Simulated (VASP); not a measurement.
Crystal: CaSe.

```
CELL_PARAMETERS angstrom
0.00000 3.10464 3.10464
3.10464 0.00000 3.10464
3.10464 3.10464 0.00000
ATOMIC_POSITIONS crystal
Ca 0.00000 0.00000 0.00000
Se 0.50000 0.50000 0.50000
```

This cell differs from its parent crystal: strain +4.6%.

Base run:

- Program: VASP 6.6.1
- Functional: PBE
- Potentials or basis: VASP PAW PBE potentials, release 64 (Ca_sv, Se)
- Cutoff: 520 eV
- k mesh: 8 × 8 × 8
- Occupations: fermi-dirac, width 0.02 eV
- Spin: no spin polarisation

Its results: band gap on the k mesh 2.30 eV, indirect (least direct gap 2.62 eV); pressure -4.5 GPa.

Question: The run is repeated on the same cell with these changes: functional from PBE to r2SCAN; occupations from fermi-dirac, width 0.02 eV to gaussian, width 0.01 eV. What comes out?

Answer: Band gap on the k mesh 2.77 eV, indirect (least direct gap 3.35 eV); pressure -5.2 GPa.

Caveats: the PAW data sets were made with another functional, which shifts forces and pressure a little (some runs).

A k mesh can miss the band edges.
